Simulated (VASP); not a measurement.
MgO: single point with HSE06

MgO:

```
Mg O
1.0
     0.00000    2.28201    2.39611
     2.28201    0.00000    2.39611
     2.28201    2.28201    0.00000
Mg O
1 1
Direct
  0.00000 0.00000 0.00000
  0.25000 0.25000 0.25000
```

This cell differs from its parent crystal: uniaxial z strain +5.0%.

* Program: VASP 6.6.1
* Task: single point
* Functional: HSE06
* Potentials or basis: VASP PAW PBE potentials, release 64 (Mg, O)
* Cutoff: 520 eV
* k mesh: 6 × 6 × 6
* Occupations: gaussian, width 0.01 eV
* Spin: no spin polarisation
* Dipole correction: no
* Grid for exact exchange (PRECFOCK): Normal
* Further INCAR settings: ALGO = Normal; EDIFF = 1e-06; NBANDS = 11
* Screening parameter: 0.2079 1/Å

* Pressure: -5.9 GPa
* Band gap on the k mesh: 4.89 eV, direct

Stress tensor (GPa, compression positive):
```
-4.86  0.00  0.00
 0.00 -4.86  0.00
 0.00  0.00 -7.89
```

Levels at points of the mesh, in eV from the valence-band top:
| k point | band 2 | band 3 | band 4 | band 5 | band 6 | band 7 |
| --- | --- | --- | --- | --- | --- | --- |
| (0.00, 0.00, 0.00) | -0.12 | 0.00 | 0.00 | 4.89 | 18.21 | 18.21 |
| (0.50, 0.00, 0.00) | -3.13 | -0.36 | -0.14 | 10.14 | 11.17 | 15.71 |
| (0.50, 0.50, 0.00) | -2.77 | -0.68 | -0.68 | 7.72 | 13.08 | 15.34 |
| (0.50, 0.00, 0.50) | -2.53 | -0.92 | -0.89 | 7.72 | 13.01 | 15.66 |

Run time: 7.2 min on 1 thread of Intel(R) Xeon(R) 6975P-C (Granite Rapids) (shared host), peak memory 0.27 GiB.

Caveat: the cell differs from its parent crystal (uniaxial z strain +5.0%); the PAW data sets were made with another functional, which shifts forces and pressure a little.
